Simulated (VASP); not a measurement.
BeC2, 3 atoms in the cell. Symmetry: I4/mmm, No. 139, tetragonal system. Conventional cell: a = 3.256 Å, b = 3.256 Å, c = 4.673 Å, α = 90.00°, β = 90.00°, γ = 90.00°. Within 2.3 Å of Be (site symmetry 4/mmm) lie 2 C at 1.71 Å. Within 1.7 Å of C (site symmetry 4mm) lie 1 C at 1.25 Å. 

* Program: VASP 6.6.1
* Task: vibrations by perturbation theory
* Functional: PBEsol
* Potentials or basis: VASP PAW PBE potentials, release 64 (Be, C)
* Cutoff: 520 eV
* k mesh: 10 × 10 × 10
* Occupations: gaussian, width 0.01 eV
* Spin: no spin polarisation
* Dipole correction: no
* Further INCAR settings: ALGO = Normal; EDIFF = 1e-08; IBRION = 8; NSW = 1

Potentials or basis: VASP PAW PBE potentials, release 64 (Be, C).

Command:

```sh
$ cat potpaw_PBE.64/Be/POTCAR potpaw_PBE.64/C/POTCAR > POTCAR
$ mpirun -np 1 vasp_std > vasp.out
```

Hardware: 1 thread of Intel(R) Xeon(R) Platinum 8259CL CPU @ 2.50GHz (Skylake/Cascade Lake) (shared host).

Task: Estimate the wall time of this run.

Result: It took 4.5 min on 1 thread of Intel(R) Xeon(R) Platinum 8259CL CPU @ 2.50GHz (Skylake/Cascade Lake), on a shared host, peak memory 0.27 GiB. Counts: scf iterations 163, k points 102.
